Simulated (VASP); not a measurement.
# NaH in VASP: further runs

Runs on NaH. Level: PBE. Tasks: single point.

Everything below comes from runs of VASP 6.6.1. Logs are shortened: lines on timing, memory, paths and dates and some standing lists are left out, and cuts for length are marked.

**1. The cell of the first run**

The structure is tetragonal, space group P4mm (No. 99). The conventional cell has a = 2.955 Å, b = 2.955 Å, c = 2.955 Å, α = 90.00°, β = 90.00°, γ = 90.00°. Na (site symmetry 4mm) has 8 H at 2.44 to 2.70 Å and 6 Na at 2.96 Å within 3.2 Å. Within 3.2 Å of H (site symmetry 4mm) lie 8 Na at 2.44 to 2.70 Å and 6 H at 2.96 Å.

**2. Single point, PBE (one atom moved)**

The input, INCAR:

```
  PREC = Accurate
  ENCUT = 520
  EDIFF = 1E-6
  ISMEAR = 0
  SIGMA = 0.02
  LREAL = False
  LASPH = True
  NELM = 100
  ALGO = Normal
  ISIF = 2
  LWAVE = False
  LCHARG = False
  GGA = PE
  NBANDS = 11
```

The input, KPOINTS:

```
Automatic mesh
0
Gamma
  10 10 10
```

The input, POSCAR:

```
NaH
1.0
    2.9551240000      0.0000000000      0.0000000000
    0.0000000000      2.9551240000      0.0000000000
    0.0000000000      0.0000000000      2.9551240000
Na H
1 1
Direct
    0.0000000000      0.0761389370      0.0000000000
    0.5000000000      0.5000000000      0.5000000000
```

Potentials or basis: VASP PAW PBE potentials, release 64 (Na_pv, H).

On the command line:

```sh
cat potpaw_PBE.64/Na_pv/POTCAR potpaw_PBE.64/H/POTCAR > POTCAR
mpirun -np 1 vasp_std > vasp.out
```

OUTCAR:

```text
PREC = Accurate
   ENCUT = 520
   EDIFF = 1E-6
   ISMEAR = 0
   LREAL = False
   LASPH = True
   NELM = 100
   ISIF = 2
   GGA = PE

 ion  position               nearest neighbor table
   1  0.000  0.076  0.000-
   2  0.500  0.500  0.500-

  LATTYP: Found a simple cubic cell.
 ALAT       =     2.9551240000

  Lattice vectors:

 A1 = (   2.9551240000,   0.0000000000,   0.0000000000)
 A2 = (   0.0000000000,   2.9551240000,   0.0000000000)
 A3 = (   0.0000000000,   0.0000000000,   2.9551240000)

Analysis of symmetry for initial positions (statically):
=====================================================================
 Subroutine PRICEL returns:
 Original cell was already a primitive cell.

 Routine SETGRP: Setting up the symmetry group for a
 simple cubic supercell.

 Subroutine GETGRP returns: Found  8 space group operations
 (whereof  8 operations were pure point group operations)
 out of a pool of 48 trial point group operations.

The static configuration has the point symmetry C_4v.

Analysis of symmetry for dynamics (positions and initial velocities):
=====================================================================
 Subroutine PRICEL returns:
 Original cell was already a primitive cell.

 Routine SETGRP: Setting up the symmetry group for a
 simple cubic supercell.

 Subroutine GETGRP returns: Found  8 space group operations
 (whereof  8 operations were pure point group operations)
 out of a pool of 48 trial point group operations.

The dynamic configuration has the point symmetry C_4v.

 Subroutine INISYM returns: Found  8 space group operations
 (whereof  8 operations are pure point group operations),
 and found     1 'primitive' translations

----------------------------------------------------------------------------------------

                                     Primitive cell

  volume of cell :      25.8064

  direct lattice vectors                    reciprocal lattice vectors
     2.955124000  0.000000000  0.000000000     0.338395275  0.000000000  0.000000000
     0.000000000  2.955124000  0.000000000     0.000000000  0.338395275  0.000000000
     0.000000000  0.000000000  2.955124000     0.000000000  0.000000000  0.338395275

  length of vectors
     2.955124000  2.955124000  2.955124000     0.338395275  0.338395275  0.338395275

  position of ions in fractional coordinates (direct lattice)
     0.000000000  0.076138937  0.000000000
     0.500000000  0.500000000  0.500000000

  ion indices of the primitive-cell ions
   primitive index   ion index
                 1           1
                 2           2

----------------------------------------------------------------------------------------

 KPOINTS: Automatic mesh

Automatic generation of k-mesh.
 Grid dimensions read from file:
 generate k-points for:   10   10   10

 Generating k-lattice:

  Cartesian coordinates                     Fractional coordinates (reciprocal lattice)
     0.033839528  0.000000000  0.000000000     0.100000000  0.000000000  0.000000000
     0.000000000  0.033839528  0.000000000     0.000000000  0.100000000  0.000000000
     0.000000000  0.000000000  0.033839528     0.000000000  0.000000000  0.100000000

  Length of vectors
     0.033839528  0.033839528  0.033839528

  Shift w.r.t. Gamma in fractional coordinates (k-lattice)
     0.000000000  0.000000000  0.000000000

 Subroutine IBZKPT returns following result:
 ===========================================

 Found    126 irreducible k-points:

 Following reciprocal coordinates:
            Coordinates               Weight
  0.000000  0.000000  0.000000      1.000000
  0.100000  0.000000  0.000000      4.000000
  0.000000  0.100000  0.000000      2.000000
  0.200000  0.000000  0.000000      4.000000
  0.000000  0.200000  0.000000      2.000000
  0.300000  0.000000  0.000000      4.000000
[... 16 lines left out ...]
  0.500000  0.100000  0.000000      4.000000
  0.000000  0.500000  0.100000      4.000000
 [... further k-points ...]
   k-points           NKPTS =    126   k-points in BZ     NKDIM =    126   number of bands    NBANDS=     11
   number of dos      NEDOS =    301   number of ions     NIONS =      2
   total plane-waves  NPLWV =  13824
   dimension x,y,z NGX =    24 NGY =   24 NGZ =   24
   dimension x,y,z NGXF=    48 NGYF=   48 NGZF=   48
   ions per type =               1   1
   NGX,Y,Z   is equivalent  to a cutoff of  13.50, 13.50, 13.50 a.u.
   NGXF,Y,Z  is equivalent  to a cutoff of  27.00, 27.00, 27.00 a.u.
 SYSTEM =  unknown system
   PREC   = accura    normal or accurate (medium, high low for compatibility)
   ISTART =      0    job   : 0-new  1-cont  2-samecut
   ICHARG =      2    charge: 1-file 2-atom 10-const
   ISPIN  =      1    spin polarized calculation?
   LNONCOLLINEAR =      F non collinear calculations
   LSORBIT =      F    spin-orbit coupling
   LASPH  =      T    aspherical Exc in radial PAW
   ENCUT  =  520.0 eV  38.22 Ry    6.18 a.u.   5.49  5.49  5.49*2*pi/ulx,y,z
   NELM   =    100;   NELMIN=  2; NELMDL= -5     # of ELM steps
   EDIFF  = 0.1E-05   stopping-criterion for ELM
   LREAL  =      F    real-space projection
   EDIFFG = 0.1E-04   stopping-criterion for IOM
   NSW    =      0    number of steps for IOM
   IBRION =     -1    ionic relax: 0-MD 1-quasi-New 2-CG
   NFREE  =      0    steps in history (QN), initial steepest desc. (CG)
   ISIF   =      2    stress and relaxation
   ISYM   =      2    0-nonsym 1-usesym 2-fastsym
   POTIM  = 0.5000    time-step for ionic-motion
   TEBEG  =    0.0;   TEEND  =   0.0 temperature during run
   PSTRESS=    0.0 pullay stress
   NELECT =       8.0000    total number of electrons
   NUPDOWN=      -1.0000    fix difference up-down
   EMIN   =  10.00;   EMAX   =-10.00  energy-range for DOS
   EFERMI =   0.00;   METHOD = LEGACY
   ISMEAR =     0;   SIGMA  =   0.02  broadening in eV -4-tet -1-fermi 0-gaus
   EFERMI_NEDOS =   21; number of points for ismear=-14 and -15
   IALGO  =     38    algorithm
   IMIX   =      4    mixing-type and parameters
     AMIX     =   0.40;   BMIX     =  1.00
     AMIX_MAG =   1.60;   BMIX_MAG =  1.00
  volume/ion in A,a.u.               =      12.90        87.08
  Fermi-wavevector in a.u.,A,eV,Ry     =   1.107973  2.093765 16.702564  1.227604
  Thomas-Fermi vector in A             =   2.244494
   LORBIT       =      0    0 simple, 1 ext, 2 COOP (PROOUT), +10 PAW based schemes
   GGA     = PE    functional components
   LHFCALC =     F    Hartree Fock is set to
   AEXX    =    0.0000 exact exchange contribution
   IVDW    =     0    specifies the selected vdW correction
   LEPSILON=     F    determine dielectric tensor
   LRPA    =     F    only Hartree local field effects (RPA)
 non-spin polarized calculation
 Gauss-broadening in eV      SIGMA  =   0.02
  energy-cutoff  :      520.00
  volume of cell :       25.81
 maximum number of plane-waves:       739
 NGX is ok and might be reduce to    24
   NGX = 11   NGY = 11   NGZ = 11

 number of electron       8.0000002 magnetization

 Free energy of the ion-electron system (eV)
  ---------------------------------------------------
  ext. energy  EPLUGINS =         0.00000000
  ---------------------------------------------------
  free energy    TOTEN  =        -4.76178841 eV

  energy without entropy =       -4.76178841  energy(sigma->0) =       -4.76178841

 E-fermi :   1.4019     XC(G=0):  -8.1471

 val. band max:        1.2503493089   @ k =   0.5000   0.5000   0.5000
 cond. band min:       2.3039109912   @ k =   0.0000   0.5000   0.0000
 fundamental gap:      1.0535616823
 Fermi energy:         1.4019239447

 k-point     1 :       0.0000    0.0000    0.0000
  band No.  band energies     occupation
      1     -23.2380      2.00000
      2     -23.2278      2.00000
      3     -23.2278      2.00000
      4      -4.6134      2.00000
      5       9.7539      0.00000
      6      12.1988      0.00000
      7      12.2689      0.00000
      8      13.8083      0.00000
      9      13.8083      0.00000
     10      14.2508      0.00000
     11      26.9109      0.00000

 k-point     2 :       0.1000    0.0000    0.0000
  band No.  band energies     occupation
      1     -23.2451      2.00000
      2     -23.2365      2.00000
      3     -23.2263      2.00000
      4      -4.4566      2.00000
      5       8.9295      0.00000
      6      11.2396      0.00000
      7      12.3750      0.00000
      8      13.9264      0.00000
      9      14.1853      0.00000
     10      16.2136      0.00000
     11      25.3472      0.00000

 k-point     3 :       0.0000    0.1000    0.0000
  band No.  band energies     occupation
      1     -23.2552      2.00000
      2     -23.2263      2.00000
      3     -23.2263      2.00000
      4      -4.4568      2.00000
      5       8.8619      0.00000
      6      11.4095      0.00000
      7      12.4339      0.00000
      8      13.9280      0.00000
      9      13.9280      0.00000
     10      16.3105      0.00000
     11      25.4197      0.00000

 k-point     4 :       0.2000    0.0000    0.0000
  band No.  band energies     occupation
      1     -23.2899      2.00000
      2     -23.2326      2.00000
      3     -23.2224      2.00000
      4      -4.0009      2.00000
      5       6.8137      0.00000
      6      11.2101      0.00000
      7      12.8651      0.00000
      8      14.2744      0.00000
      9      14.5578      0.00000
     10      19.4233      0.00000
     11      23.0866      0.00000
[... 239 lines left out ...]
 k-point    22 :       0.1000    0.0000    0.4000
  band No.  band energies     occupation
      1     -23.3862      2.00000
      2     -23.2295      2.00000
      3     -23.2224      2.00000
      4      -2.3924      2.00000
      5       3.2169      0.00000
      6      10.9885      0.00000
      7      13.8453      0.00000
      8      15.5072      0.00000
      9      16.4975      0.00000
     10      18.6071      0.00000
     11      19.8461      0.00000

 k-point    23 :       0.5000    0.1000    0.0000
  band No.  band energies     occupation
      1     -23.4029      2.00000
      2     -23.2380      2.00000
      3     -23.2107      2.00000
      4      -1.9882      2.00000
      5       2.5223      0.00000
      6      11.2246      0.00000
      7      14.6314      0.00000
      8      15.3529      0.00000
      9      15.9894      0.00000
     10      19.2314      0.00000
     11      19.2507      0.00000

 k-point    24 :       0.0000    0.5000    0.1000
  band No.  band energies     occupation
      1     -23.4122      2.00000
      2     -23.2280      2.00000
      3     -23.2108      2.00000
      4      -1.9861      2.00000
      5       2.4804      0.00000
      6      11.4071      0.00000
      7      14.6268      0.00000
      8      15.2720      0.00000
      9      16.0381      0.00000
     10      19.1619      0.00000
     11      19.1942      0.00000

 [... further k-points ...]

------------------------ aborting loop because EDIFF is reached ----------------------------------------

  FORCE on cell =-STRESS in cart. coord.  units (eV):
  Direction    XX          YY          ZZ          XY          YZ          ZX
  --------------------------------------------------------------------------------------
  -------------------------------------------------------------------------------------
  Total        0.0904943      0.1191644      0.0904943      0.0000000      0.0000000      0.0000000
  in kB        5.6182998      7.3982670      5.6182998      0.0000000      0.0000000      0.0000000
  external PRESSURE =       6.2116222 kB  Pullay stress =       0.0000000 kB

 VOLUME and BASIS-vectors are now :
 -----------------------------------------------------------------------------
  energy-cutoff  :      520.00
  volume of cell :       25.81
      direct lattice vectors                 reciprocal lattice vectors
     2.955124000  0.000000000  0.000000000     0.338395275  0.000000000  0.000000000
     0.000000000  2.955124000  0.000000000     0.000000000  0.338395275  0.000000000
     0.000000000  0.000000000  2.955124000     0.000000000  0.000000000  0.338395275

 POSITION                                       TOTAL-FORCE (eV/Angst)
 -----------------------------------------------------------------------------------
      0.00000      0.22500      0.00000         0.000000     -0.094556     -0.000000
      1.47756      1.47756      1.47756        -0.000000      0.094556      0.000000
 -----------------------------------------------------------------------------------
    total drift:                                0.000000      0.000326      0.000004

  FREE ENERGIE OF THE ION-ELECTRON SYSTEM (eV)
  ---------------------------------------------------
  free  energy   TOTEN  =        -4.7617884134 eV

  energy  without entropy=       -4.7617884134  energy(sigma->0) =       -4.76178841
```

Run time: 27 s. Hardware: 1 thread of Intel Xeon 8259CL, shared host; peak memory 0.16 GiB.

What came out:

| Item | Value |
| --- | --- |
| Free energy | -4.7618 eV |
| Pressure | 0.6 GPa |
| Largest force | 0.095 eV/Å |
| Band gap on the k mesh | 1.05 eV, indirect (least direct gap 4.41 eV) |

Forces on the atoms (eV/Å):
```
Na   0.000 -0.095  0.000
H    0.000  0.095  0.000
```

Caveat: the cell differs from its parent crystal (one atom moved).

**3. Single point, PBE**

The input, INCAR:

```
  ALGO = Normal
  EDIFF = 1E-7
  ENCUT = 520
  GGA = PE
  ISIF = 2
  ISMEAR = 0
  LASPH = True
  LCHARG = False
  LREAL = False
  LWAVE = False
  NBANDS = 11
  NELM = 80
  PREC = Accurate
  SIGMA = 0.02
```

The input, KPOINTS:

```
Automatic mesh
0
Gamma
  10 10 10
  0.5 0.5 0.5
```

POSCAR is that of step 2.

Potentials or basis: VASP PAW PBE potentials, release 64 (Na_pv, H).

On the command line:

```sh
cat potpaw_PBE.64/Na_pv/POTCAR potpaw_PBE.64/H/POTCAR > POTCAR
mpirun -np 1 vasp_std > vasp.out
```

Wall time 18 s (1 thread of Intel Xeon 8259CL, shared host); peak memory 0.14 GiB.

Results (log left out):

```yaml
Free_energy: -4.7618 eV
Pressure: 0.6 GPa
Largest_force: 0.095 eV/Å
Band_gap_on_the_k_mesh: 1.51 eV, indirect (least direct gap 4.74 eV)
```

Forces on the atoms (eV/Å):
```
Na   0.000 -0.095  0.000
H    0.000  0.095  0.000
```

Stress tensor (GPa, compression positive):
```
0.56 0.00 0.00
0.00 0.74 0.00
0.00 0.00 0.56
```

Levels at points of the mesh, in eV from the valence-band top:
```
           k point  band 2  band 3  band 4  band 5  band 6  band 7
(0.05, 0.05, 0.05)  -24.30  -24.30   -5.56    8.24   10.38   10.51
```

**4. Single point, PBE (strained and its atoms moved)**

The input, INCAR:

```
ALGO = Normal
EDIFF = 1E-7
ENCUT = 520
GGA = PE
ISIF = 2
ISMEAR = 0
LASPH = T
LCHARG = F
LREAL = F
LWAVE = F
NBANDS = 11
NELM = 60
PREC = Accurate
SIGMA = 0.02
```

The input, KPOINTS:

```
k-points
0
Gamma
  10 10 10
```

The input, POSCAR:

```
NaH
1.0
    2.8381601921     -0.0354023855      0.0000000000
   -0.0354023855      2.9101765640      0.0000000000
    0.0000000000      0.0000000000      2.8048559446
Na H
1 1
Direct
    0.0000000000      0.0000000000      0.0507592913
    0.5000000000      0.5000000000      0.4492407087
```

On the command line:

```sh
cat potpaw_PBE.64/Na_pv/POTCAR potpaw_PBE.64/H/POTCAR > POTCAR
mpirun -np 1 vasp_std > vasp.out
```

It took 55 s on 1 thread of Intel Xeon Platinum 8175M at 2.50GHz (Skylake/Cascade Lake), shared host; peak memory 0.18 GiB.

The run converged. Its results:

```
Free energy            : -4.7039 eV
Pressure               : 4.4 GPa
Largest force          : 0.228 eV/Å
Band gap on the k mesh : 0.94 eV, indirect (least direct gap 4.71 eV)
```

Forces on the atoms (eV/Å):
```
Na   0.000  0.000 -0.228
H    0.000  0.000  0.228
```

Stress tensor (GPa, compression positive):
```
5.02 0.07 0.00
0.07 1.78 0.00
0.00 0.00 6.34
```

Levels at points of the mesh, in eV from the valence-band top:
```csv
k point,band 1,band 2,band 3,band 4,band 5,band 6,band 7,band 8,band 9
"(0.00, 0.00, 0.00)",-24.50,-24.49,-24.48,-6.36,9.15,11.29,11.86,12.66,13.54
"(0.50, 0.00, 0.00)",-24.74,-24.48,-24.47,-3.60,1.18,11.62,14.44,15.09,16.35
"(0.00, 0.50, 0.00)",-24.70,-24.48,-24.47,-3.77,0.94,11.87,14.80,15.53,16.28
"(0.50, 0.50, 0.00)",-24.70,-24.65,-24.46,-2.00,4.21,4.64,7.32,16.31,19.87
"(0.00, 0.00, 0.50)",-24.77,-24.47,-24.46,-3.51,1.20,12.03,14.80,14.88,15.66
"(0.50, 0.00, 0.50)",-24.73,-24.69,-24.44,-1.72,4.67,4.78,7.56,15.37,18.66
"(0.00, 0.50, 0.50)",-24.73,-24.65,-24.44,-1.87,4.48,4.54,7.34,16.00,19.38
"(0.50, 0.50, 0.50)",-24.70,-24.66,-24.61,0.00,6.97,7.35,7.36,9.61,9.89
```

Caveat: the cell differs from its parent crystal (strained and its atoms moved). A k mesh can miss the band edges.

**5. Summary**

```csv
cell,k mesh,gap on the mesh (eV),pressure (GPa),largest force (eV/Å)
"a = 2.955 Å, 2 atoms",10 × 10 × 10,1.05,0.6,0.09
"a = 2.955 Å, 2 atoms","10 × 10 × 10, shifted",1.51,0.6,0.09
"a = 2.838, b = 2.910, c = 2.805 Å, angles 90.0, 90.0, 91.4°, 2 atoms",10 × 10 × 10,0.94,4.4,0.23
```

Alike in all rows: task single point; level PBE; potentials or basis VASP PAW PBE potentials, release 64 (Na_pv, H); no spin polarisation; cutoff (eV) 520; smearing gaussian 0.02 eV.

Total energies depend on the potentials used, so only differences within one code and one set of settings carry meaning.
